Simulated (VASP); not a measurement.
Write the native input for VASP 6.6.1 that does the following.

- Task: single point
- Functional: PBE
- Potentials or basis: VASP PAW PBE potentials, release 64 (In_d, S)
- Cutoff: 520 eV
- k mesh: 12 × 12 × 10
- Occupations: gaussian, width 0.1 eV
- Spin: no spin polarisation
- Dipole correction: no
- Further INCAR settings: ALGO = Normal; EDIFF = 1e-07; NBANDS = 23

The structure of In2S lies in POSCAR:

```
In2S
1.0
    3.9430603016      0.0000000000      0.0000000000
    0.0000000000      3.9430603016      0.0000000000
    0.0000000000      0.0000000000      5.4349536182
In S
2 1
Direct
    0.5000000000      0.0000000000      0.6611510654
    0.0000000000      0.5000000000      0.3388489346
    0.0000000000      0.0000000000      0.0000000000
```

The input as run:

INCAR

```
SYSTEM = In2S
ALGO = Normal
EDIFF = 1E-7
ENCUT = 520
GGA = PE
ISIF = 2
ISMEAR = 0
LASPH = .True.
LCHARG = .False.
LREAL = .False.
LWAVE = .False.
NBANDS = 23
NELM = 100
PREC = Accurate
SIGMA = 0.1
```

KPOINTS

```
k-points
0
Gamma
  12 12 10
  0 0 0
```

Potentials or basis: VASP PAW PBE potentials, release 64 (In_d, S).

Command:

```console
$ cat potpaw_PBE.64/In_d/POTCAR potpaw_PBE.64/S/POTCAR > POTCAR
$ mpirun -np 1 vasp_std > vasp.out
```

It gave:

```yaml
Pressure: 0.0 GPa
Largest_force: 0.006 eV/Å
Band_gap_on_the_k_mesh: zero (band 16 reaches 6.73 eV, above the bottom of band 17 at 3.86 eV)
```

Caveat: spin-orbit coupling is left out, which moves the levels of the heavy elements.

It took 3.1 min on 1 thread of Intel(R) Xeon(R) Platinum 8488C (Sapphire Rapids), with other jobs on the host, peak memory 0.38 GiB.
